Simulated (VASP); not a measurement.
# SnSe (I4/mmm) in VASP: single point with PBE

Aim: the single point of SnSe with PBE.

Everything below comes from runs of VASP 6.6.1. Logs are shortened: lines on timing, memory, paths and dates and some standing lists are left out, and cuts for length are marked.

**1. The cell of the first run**

Symmetry: I4/mmm, No. 139, tetragonal system. Conventional cell: a = 4.257 Å, b = 4.257 Å, c = 5.839 Å, α = 90.00°, β = 90.00°, γ = 90.00°. Sn (site symmetry 4/mmm) has 6 Se at 2.92 to 3.01 Å within 3.8 Å. Se (site symmetry 4/mmm) has 6 Sn at 2.92 to 3.01 Å within 3.8 Å.

**2. Single point, PBE (zz strain of -3 %)**

The input, INCAR:

```
PREC     = Accurate       # precision mode
ENCUT    = 520            # plane-wave cutoff, eV
EDIFF    = 1E-7           # SCF threshold, eV
ISMEAR   = -1             # smearing method
SIGMA    = 0.02           # smearing width, eV
LREAL    = False          # projectors in reciprocal space
LASPH    = True           # aspherical terms in the spheres
NELM     = 80             # most SCF steps
ALGO     = Normal         # electronic algorithm
ISIF     = 2              # what is computed and relaxed
LWAVE    = False          # write WAVECAR
LCHARG   = False          # write CHGCAR
GGA      = PE             # functional
NBANDS   = 17             # bands
```

The input, KPOINTS:

```
regular mesh
0
Gamma
  9 9 9
```

The input, POSCAR:

```
SnSe
1.0
    0.0000000000      3.0100000000      2.9197000000
    3.0100000000      0.0000000000      2.9197000000
    3.0100000000      3.0100000000      0.0000000000
Sn Se
1 1
Direct
    0.0000000000      0.0000000000      0.0000000000
    0.5000000000      0.5000000000      0.5000000000
```

Potentials or basis: VASP PAW PBE potentials, release 64 (Sn_d, Se).

Run with:

```bash
cat potpaw_PBE.64/Sn_d/POTCAR potpaw_PBE.64/Se/POTCAR > POTCAR
mpirun -np 1 vasp_std > vasp.out
```

OUTCAR:

```text
PREC = Accurate
   ENCUT = 520
   EDIFF = 1E-7
   ISMEAR = -1
   LREAL = False
   LASPH = True
   NELM = 80
   ISIF = 2
   GGA = PE

 ion  position               nearest neighbor table
   1  0.000  0.000  0.000-   2 2.92   2 2.92   2 3.01   2 3.01   2 3.01   2 3.01
   2  0.500  0.500  0.500-   1 2.92   1 2.92   1 3.01   1 3.01   1 3.01   1 3.01

  LATTYP: Found a body centered tetragonal cell.
 ALAT       =     4.2567828227
 C/A-ratio  =     1.3717871555

  Lattice vectors:

 A1 = (   0.0000000000,  -3.0100000000,  -2.9197000000)
 A2 = (   0.0000000000,   3.0100000000,  -2.9197000000)
 A3 = (   3.0100000000,   0.0000000000,   2.9197000000)

Analysis of symmetry for initial positions (statically):
=====================================================================
 Subroutine PRICEL returns:
 Original cell was already a primitive cell.

 Routine SETGRP: Setting up the symmetry group for a
 body centered tetragonal supercell.

 Subroutine GETGRP returns: Found 16 space group operations
 (whereof 16 operations were pure point group operations)
 out of a pool of 16 trial point group operations.

The static configuration has the point symmetry D_4h.

Analysis of symmetry for dynamics (positions and initial velocities):
=====================================================================
 Subroutine PRICEL returns:
 Original cell was already a primitive cell.

 Routine SETGRP: Setting up the symmetry group for a
 body centered tetragonal supercell.

 Subroutine GETGRP returns: Found 16 space group operations
 (whereof 16 operations were pure point group operations)
 out of a pool of 16 trial point group operations.

The dynamic configuration has the point symmetry D_4h.

 Subroutine INISYM returns: Found 16 space group operations
 (whereof 16 operations are pure point group operations),
 and found     1 'primitive' translations

----------------------------------------------------------------------------------------

                                     Primitive cell

  volume of cell :      52.9055

  direct lattice vectors                    reciprocal lattice vectors
     0.000000000  3.010000000  2.919700000    -0.166112957  0.166112957  0.171250471
     3.010000000  0.000000000  2.919700000     0.166112957 -0.166112957  0.171250471
     3.010000000  3.010000000  0.000000000     0.166112957  0.166112957 -0.171250471

  length of vectors
[... 79 lines left out ...]
   LASPH  =      T    aspherical Exc in radial PAW
   ENCUT  =  520.0 eV  38.22 Ry    6.18 a.u.   7.80  7.80  7.91*2*pi/ulx,y,z
   NELM   =     80;   NELMIN=  2; NELMDL= -5     # of ELM steps
   EDIFF  = 0.1E-06   stopping-criterion for ELM
   LREAL  =      F    real-space projection
   EDIFFG = 0.1E-05   stopping-criterion for IOM
   NSW    =      0    number of steps for IOM
   IBRION =     -1    ionic relax: 0-MD 1-quasi-New 2-CG
   NFREE  =      0    steps in history (QN), initial steepest desc. (CG)
   ISIF   =      2    stress and relaxation
   ISYM   =      2    0-nonsym 1-usesym 2-fastsym
   POTIM  = 0.5000    time-step for ionic-motion
   TEBEG  =    0.0;   TEEND  =   0.0 temperature during run
   PSTRESS=    0.0 pullay stress
   NELECT =      20.0000    total number of electrons
   NUPDOWN=      -1.0000    fix difference up-down
   EMIN   =  10.00;   EMAX   =-10.00  energy-range for DOS
   EFERMI =   0.00;   METHOD = LEGACY
   ISMEAR =    -1;   SIGMA  =   0.02  broadening in eV -4-tet -1-fermi 0-gaus
   EFERMI_NEDOS =   21; number of points for ismear=-14 and -15
   IALGO  =     38    algorithm
   IMIX   =      4    mixing-type and parameters
     AMIX     =   0.40;   BMIX     =  1.00
     AMIX_MAG =   1.60;   BMIX_MAG =  1.00
  volume/ion in A,a.u.               =      26.45       178.51
  Fermi-wavevector in a.u.,A,eV,Ry     =   1.183726  2.236917 19.064573  1.401207
  Thomas-Fermi vector in A             =   2.319954
   LORBIT       =      0    0 simple, 1 ext, 2 COOP (PROOUT), +10 PAW based schemes
   GGA     = PE    functional components
   LHFCALC =     F    Hartree Fock is set to
   AEXX    =    0.0000 exact exchange contribution
   IVDW    =     0    specifies the selected vdW correction
   LEPSILON=     F    determine dielectric tensor
   LRPA    =     F    only Hartree local field effects (RPA)
 non-spin polarized calculation
  energy-cutoff  :      520.00
  volume of cell :       52.91
 maximum number of plane-waves:      1435
   NGX = 15   NGY = 15   NGZ = 15

 number of electron      20.0000008 magnetization

 Free energy of the ion-electron system (eV)
  ---------------------------------------------------
  ext. energy  EPLUGINS =         0.00000000
  ---------------------------------------------------
  free energy    TOTEN  =        -8.17993307 eV

  energy without entropy =       -8.17993282  energy(sigma->0) =       -8.17993294

 E-fermi :   6.2265     XC(G=0):  -9.7356

 val. band max:        5.9987009420   @ k =  -0.3333   0.0000   0.1111
 cond. band min:       6.4442713403   @ k =  -0.3333   0.1111   0.0000
 fundamental gap:      0.4455703982
 Fermi energy:         6.2264611066

 k-point     1 :       0.0000    0.0000    0.0000
  band No.  band energies     occupation
      1     -15.6722      2.00000
      2     -15.6722      2.00000
      3     -15.6636      2.00000
      4     -15.6636      2.00000
      5     -15.6596      2.00000
      6      -8.1474      2.00000
[... 457 lines left out ...]
      4     -15.6429      2.00000
      5     -15.6429      2.00000
      6      -6.8152      2.00000
[... 9 lines left out ...]
     16      17.8140      0.00000
     17      18.5449      0.00000

 [... further k-points ...]

------------------------ aborting loop because EDIFF is reached ----------------------------------------

  FORCE on cell =-STRESS in cart. coord.  units (eV):
  Direction    XX          YY          ZZ          XY          YZ          ZX
  --------------------------------------------------------------------------------------
  -------------------------------------------------------------------------------------
  Total        0.4639924      0.4639924      1.9484045      0.0000000      0.0000000     -0.0000000
  in kB       14.0514208     14.0514208     59.0049554      0.0000000      0.0000000     -0.0000000
  external PRESSURE =      29.0359324 kB  Pullay stress =       0.0000000 kB

 VOLUME and BASIS-vectors are now :
 -----------------------------------------------------------------------------
  energy-cutoff  :      520.00
  volume of cell :       52.91
      direct lattice vectors                 reciprocal lattice vectors
     0.000000000  3.010000000  2.919700000    -0.166112957  0.166112957  0.171250471
     3.010000000  0.000000000  2.919700000     0.166112957 -0.166112957  0.171250471
     3.010000000  3.010000000  0.000000000     0.166112957  0.166112957 -0.171250471

 POSITION                                       TOTAL-FORCE (eV/Angst)
 -----------------------------------------------------------------------------------
      0.00000      0.00000      0.00000         0.000000      0.000000      0.000000
      3.01000      3.01000      2.91970        -0.000000     -0.000000     -0.000000
 -----------------------------------------------------------------------------------
    total drift:                                0.000000     -0.000000     -0.000000

  FREE ENERGIE OF THE ION-ELECTRON SYSTEM (eV)
  ---------------------------------------------------
  free  energy   TOTEN  =        -8.1799330653 eV

  energy  without entropy=       -8.1799328195  energy(sigma->0) =       -8.17993294
```

OSZICAR:

```text
N       E                     dE             d eps       ncg     rms          rms(c)
DAV:   1     0.134825761267E+03    0.13483E+03   -0.98044E+03  2585   0.146E+03
DAV:   2     0.478264815424E+01   -0.13004E+03   -0.12580E+03  2767   0.352E+02
DAV:   3    -0.802118086966E+01   -0.12804E+02   -0.12635E+02  3152   0.953E+01
DAV:   4    -0.834138875380E+01   -0.32021E+00   -0.31999E+00  3083   0.159E+01
DAV:   5    -0.835000359371E+01   -0.86148E-02   -0.86144E-02  3680   0.260E+00    0.323E+00
DAV:   6    -0.817979563891E+01    0.17021E+00   -0.40732E-01  3731   0.375E+00    0.193E+00
DAV:   7    -0.817799438123E+01    0.18013E-02   -0.79276E-02  3086   0.128E+00    0.927E-01
DAV:   8    -0.818003424688E+01   -0.20399E-02   -0.84356E-03  3229   0.829E-01    0.111E-01
DAV:   9    -0.817986506040E+01    0.16919E-03   -0.13204E-03  3680   0.311E-01    0.493E-02
DAV:  10    -0.817992758915E+01   -0.62529E-04   -0.16271E-04  3076   0.735E-02    0.118E-02
DAV:  11    -0.817993296712E+01   -0.53780E-05   -0.18747E-05  3415   0.385E-02    0.306E-03
DAV:  12    -0.817993323085E+01   -0.26373E-06   -0.12967E-06  3257   0.114E-02    0.189E-03
DAV:  13    -0.817993312205E+01    0.10879E-06   -0.87555E-08  2500   0.282E-03    0.671E-04
DAV:  14    -0.817993306526E+01    0.56791E-07   -0.48151E-08  2094   0.155E-03
   1 F= -.81799331E+01 E0= -.81799329E+01  d E =-.245764E-06
```

stdout:

```text
POSCAR found type information on POSCAR SnSe
 POSCAR found :  2 types and       2 ions
 scaLAPACK will be used
 LDA part: xc-table for (Slater+PW92), standard interpolation
 POSCAR, INCAR and KPOINTS ok, starting setup
 FFT: planning ... GRIDC
 FFT: planning ... GRID_SOFT
 FFT: planning ... GRID
 WAVECAR not read
 entering main loop
```

Run time: 29 s. Hardware: 1 thread of AMD EPYC 9R45 (Zen 5), shared host; peak memory 0.19 GiB.

What came out:

```
Free energy            : -8.1799 eV
Pressure               : 2.9 GPa
Band gap on the k mesh : 0.45 eV (least direct gap 0.49 eV)
```

Levels at points of the mesh, in eV from the valence-band top:
| k point | band 8 | band 9 | band 10 | band 11 | band 12 | band 13 |
| --- | --- | --- | --- | --- | --- | --- |
| (0.00, 0.00, 0.00) | -2.55 | -2.24 | -2.24 | 4.12 | 4.12 | 4.89 |

Caveat: the cell differs from its parent crystal (zz strain of -3 %); spin-orbit coupling is left out, which moves the levels of the heavy elements; an odd mesh through Γ misses points on the zone boundary, where band edges can lie.
